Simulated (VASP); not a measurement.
# HfC (P6_3/mmc) in VASP: notebook

HfC is run at these levels: PBEsol; tasks: single point.

Everything below comes from runs of VASP 6.6.1. Logs are shortened: lines on timing, memory, paths and dates and some standing lists are left out, and cuts for length are marked.

### Step 1. The cell of the first run

The structure is hexagonal, space group P6_3/mmc (No. 194). Conventional cell: a = 3.343 Å, b = 3.343 Å, c = 5.203 Å, α = 90.00°, β = 90.00°, γ = 120.00°. Hf (site symmetry -6m2) has 6 C at 2.33 Å within 3.1 Å. Within 3.1 Å of C (site symmetry -3m) lie 6 Hf at 2.33 Å and 2 C at 2.60 Å.

### Step 2. Single point, PBEsol

INCAR

```
SYSTEM = HfC
ALGO = Normal
EDIFF = 1E-6
ENCUT = 600
GGA = PS
GGA_COMPAT = .FALSE.
ISIF = 2
ISMEAR = -1
LASPH = .TRUE.
LCHARG = .FALSE.
LREAL = .FALSE.
LWAVE = .FALSE.
NBANDS = 22
NELM = 120
PREC = Accurate
SIGMA = 0.1
```

KPOINTS

```
k-points
0
G
  5 5 3
  0 0 0
```

POSCAR

```
HfC
1.0
    3.3428660000      0.0000000000      0.0000000000
   -1.6714330000      2.8950068774      0.0000000000
    0.0000000000      0.0000000000      5.2027140000
Hf C
2 2
Direct
    0.6666666667      0.3333333333      0.7500000000
    0.3333333333      0.6666666667      0.2500000000
    0.0000000000      0.0000000000      0.0000000000
    0.0000000000      0.0000000000      0.5000000000
```

Potentials or basis: VASP PAW PBE potentials, release 64 (Hf_pv, C).

Command:

```console
> cat potpaw_PBE.64/Hf_pv/POTCAR potpaw_PBE.64/C/POTCAR > POTCAR
> mpirun -np 1 vasp_std > vasp.out
```

OUTCAR:

```text
SYSTEM = HfC
   EDIFF = 1E-6
   ENCUT = 600
   GGA = PS
   ISIF = 2
   ISMEAR = -1
   LASPH = .TRUE.
   LREAL = .FALSE.
   NELM = 120
   PREC = Accurate

 ion  position               nearest neighbor table
   1  0.667  0.333  0.750-   3 2.33   4 2.33   3 2.33   4 2.33   3 2.33   4 2.33   2 3.24   2 3.24
                             2 3.24   2 3.24   2 3.24   2 3.24
   2  0.333  0.667  0.250-   3 2.33   4 2.33   3 2.33   4 2.33   3 2.33   4 2.33   1 3.24   1 3.24
                             1 3.24   1 3.24   1 3.24   1 3.24
   3  0.000  0.000  0.000-   1 2.33   2 2.33   2 2.33   1 2.33   1 2.33   2 2.33
   4  0.000  0.000  0.500-   1 2.33   2 2.33   2 2.33   1 2.33   1 2.33   2 2.33

  LATTYP: Found a hexagonal cell.
 ALAT       =     3.3428660000
 C/A-ratio  =     1.5563633122

  Lattice vectors:

 A1 = (   3.3428660000,   0.0000000000,   0.0000000000)
 A2 = (  -1.6714330000,   2.8950068774,   0.0000000000)
 A3 = (   0.0000000000,   0.0000000000,   5.2027140000)

Analysis of symmetry for initial positions (statically):
=====================================================================
 Subroutine PRICEL returns:
 Original cell was already a primitive cell.

 Routine SETGRP: Setting up the symmetry group for a
 hexagonal supercell.

 Subroutine GETGRP returns: Found 24 space group operations
 (whereof 12 operations were pure point group operations)
 out of a pool of 24 trial point group operations.

The static configuration has the point symmetry D_3d.
 The point group associated with its full space group is D_6h.

Analysis of symmetry for dynamics (positions and initial velocities):
=====================================================================
 Subroutine PRICEL returns:
 Original cell was already a primitive cell.

 Routine SETGRP: Setting up the symmetry group for a
 hexagonal supercell.

 Subroutine GETGRP returns: Found 24 space group operations
 (whereof 12 operations were pure point group operations)
 out of a pool of 24 trial point group operations.

The dynamic configuration has the point symmetry D_3d.
 The point group associated with its full space group is D_6h.

 Subroutine INISYM returns: Found 24 space group operations
 (whereof 12 operations are pure point group operations),
 and found     1 'primitive' translations

----------------------------------------------------------------------------------------

                                     Primitive cell

  volume of cell :      50.3499

  direct lattice vectors                    reciprocal lattice vectors
     3.342866000  0.000000000  0.000000000     0.299144507  0.172711161  0.000000000
[... 78 lines left out ...]
   NSW    =      0    number of steps for IOM
   IBRION =     -1    ionic relax: 0-MD 1-quasi-New 2-CG
   NFREE  =      0    steps in history (QN), initial steepest desc. (CG)
   ISIF   =      2    stress and relaxation
   ISYM   =      2    0-nonsym 1-usesym 2-fastsym
   POTIM  = 0.5000    time-step for ionic-motion
   TEBEG  =    0.0;   TEEND  =   0.0 temperature during run
   PSTRESS=    0.0 pullay stress
   NELECT =      28.0000    total number of electrons
   NUPDOWN=      -1.0000    fix difference up-down
   EMIN   =  10.00;   EMAX   =-10.00  energy-range for DOS
   EFERMI =   0.00;   METHOD = LEGACY
   ISMEAR =    -1;   SIGMA  =   0.10  broadening in eV -4-tet -1-fermi 0-gaus
   EFERMI_NEDOS =   21; number of points for ismear=-14 and -15
   IALGO  =     38    algorithm
   IMIX   =      4    mixing-type and parameters
     AMIX     =   0.40;   BMIX     =  1.00
     AMIX_MAG =   1.60;   BMIX_MAG =  1.00
  volume/ion in A,a.u.               =      12.59        84.94
  Fermi-wavevector in a.u.,A,eV,Ry     =   1.346257  2.544057 24.659310  1.812408
  Thomas-Fermi vector in A             =   2.474104
   LORBIT       =      0    0 simple, 1 ext, 2 COOP (PROOUT), +10 PAW based schemes
   GGA     = PS    functional components
   LHFCALC =     F    Hartree Fock is set to
   AEXX    =    0.0000 exact exchange contribution
   IVDW    =     0    specifies the selected vdW correction
   LEPSILON=     F    determine dielectric tensor
   LRPA    =     F    only Hartree local field effects (RPA)
 non-spin polarized calculation
  energy-cutoff  :      600.00
  volume of cell :       50.35
 maximum number of plane-waves:      1701
 NGX is ok and might be reduce to    28
   NGX = 13   NGY = 13   NGZ = 21

 number of electron      28.0000000 magnetization

 Free energy of the ion-electron system (eV)
  ---------------------------------------------------
  ext. energy  EPLUGINS =         0.00000000
  ---------------------------------------------------
  free energy    TOTEN  =       -43.65806525 eV

  energy without entropy =      -43.63232583  energy(sigma->0) =      -43.64519554

 E-fermi :   6.1008     XC(G=0): -12.4127

 val. band max:        5.9749980318   @ k =   0.4000   0.2000   0.0000
 cond. band min:       6.2390500738   @ k =   0.2000   0.2000   0.3333
 fundamental gap:      0.2640520420
 Fermi energy:         6.1008448769

 k-point     1 :       0.0000    0.0000    0.0000
  band No.  band energies     occupation
      1     -24.3069      2.00000
      2     -23.7289      2.00000
      3     -23.7289      2.00000
      4     -23.6383      2.00000
      5     -23.6383      2.00000
      6     -23.5600      2.00000
[... 239 lines left out ...]
     21      13.4109      0.00000
     22      13.6853      0.00000

------------------------ aborting loop because EDIFF is reached ----------------------------------------

  FORCE on cell =-STRESS in cart. coord.  units (eV):
  Direction    XX          YY          ZZ          XY          YZ          ZX
  --------------------------------------------------------------------------------------
  -------------------------------------------------------------------------------------
  Total       -2.9508168     -2.9508168     -1.6567146      0.0000000      0.0000000     -0.0000000
  in kB      -93.8975593    -93.8975593    -52.7181023      0.0000000      0.0000000     -0.0000000
  external PRESSURE =     -80.1710737 kB  Pullay stress =       0.0000000 kB

 VOLUME and BASIS-vectors are now :
 -----------------------------------------------------------------------------
  energy-cutoff  :      600.00
  volume of cell :       50.35
      direct lattice vectors                 reciprocal lattice vectors
     3.342866000  0.000000000  0.000000000     0.299144507  0.172711161  0.000000000
    -1.671433000  2.895006877  0.000000000     0.000000000  0.345422323  0.000000000
     0.000000000  0.000000000  5.202714000     0.000000000  0.000000000  0.192207375

 POSITION                                       TOTAL-FORCE (eV/Angst)
 -----------------------------------------------------------------------------------
      1.67143      0.96500      3.90204         0.000000     -0.000000      0.000000
     -0.00000      1.93000      1.30068        -0.000000      0.000000      0.000000
      0.00000      0.00000      0.00000        -0.000000      0.000000      0.000000
      0.00000      0.00000      2.60136        -0.000000      0.000000      0.000000
 -----------------------------------------------------------------------------------
    total drift:                               -0.000000      0.000000     -0.000000

  FREE ENERGIE OF THE ION-ELECTRON SYSTEM (eV)
  ---------------------------------------------------
  free  energy   TOTEN  =       -43.6580652471 eV

  energy  without entropy=      -43.6323258317  energy(sigma->0) =      -43.64519554
```

OSZICAR:

```text
N       E                     dE             d eps       ncg     rms          rms(c)
DAV:   1     0.933351878802E+02    0.93335E+02   -0.16748E+04   440   0.139E+03
DAV:   2    -0.432936420210E+02   -0.13663E+03   -0.13136E+03   562   0.305E+02
DAV:   3    -0.489652042442E+02   -0.56716E+01   -0.55687E+01   576   0.438E+01
DAV:   4    -0.490347092207E+02   -0.69505E-01   -0.69392E-01   546   0.518E+00
DAV:   5    -0.490357089704E+02   -0.99975E-03   -0.99961E-03   602   0.544E-01    0.765E+01
DAV:   6    -0.439172701035E+02    0.51184E+01   -0.37512E+01   524   0.220E+01    0.562E+01
DAV:   7    -0.437192939029E+02    0.19798E+00   -0.29787E+00   488   0.786E+00    0.240E+01
DAV:   8    -0.436739340463E+02    0.45360E-01   -0.17927E-01   556   0.252E+00    0.415E+00
DAV:   9    -0.436616476925E+02    0.12286E-01   -0.14566E-01   508   0.144E+00    0.342E+00
DAV:  10    -0.436585188973E+02    0.31288E-02   -0.89296E-03   540   0.497E-01    0.528E-01
DAV:  11    -0.436580793872E+02    0.43951E-03   -0.21163E-03   532   0.199E-01    0.360E-01
DAV:  12    -0.436580647515E+02    0.14636E-04   -0.13842E-04   570   0.519E-02    0.110E-02
DAV:  13    -0.436580652471E+02   -0.49555E-06   -0.21515E-06   490   0.880E-03
   1 F= -.43658065E+02 E0= -.43645196E+02  d E =-.257394E-01
```

stdout:

```text
POSCAR found type information on POSCAR HfC
 POSCAR found :  2 types and       4 ions
 scaLAPACK will be used
 -----------------------------------------------------------------------------
|                                                                             |
|                                                                             |
|     You enforced a specific xc type in the INCAR file but a different       |
|     I HOPE YOU KNOW WHAT YOU ARE DOING!                                     |
|                                                                             |
 -----------------------------------------------------------------------------

 LDA part: xc-table for (Slater+PW92), standard interpolation
 POSCAR, INCAR and KPOINTS ok, starting setup
 FFT: planning ... GRIDC
 FFT: planning ... GRID_SOFT
 FFT: planning ... GRID
 WAVECAR not read
 entering main loop
```

It took 7.7 s on 1 thread of Intel Xeon 6975P-C (Granite Rapids), shared host; peak memory 0.17 GiB.

Results:

- Free energy: -43.6581 eV
- Pressure: -8.0 GPa
- Band gap on the k mesh: zero (band 14 reaches 7.25 eV, above the bottom of band 15 at 6.24 eV)

Stress tensor (GPa, compression positive):
```
-9.39  0.00  0.00
 0.00 -9.39  0.00
 0.00  0.00 -5.27
```

Levels at points of the mesh, in eV from the Fermi level:
| k point | band 12 | band 13 | band 14 | band 15 | band 16 | band 17 |
| --- | --- | --- | --- | --- | --- | --- |
| (0.00, 0.00, 0.00) | -1.04 | -1.04 | 1.15 | 1.58 | 1.58 | 2.04 |

Caveat: the k points lie up to 0.43 Å⁻¹ apart; the PAW data sets were made with another functional, which shifts forces and pressure a little; spin-orbit coupling is left out, which moves the levels of the heavy elements.

[end of part 1 of 2]
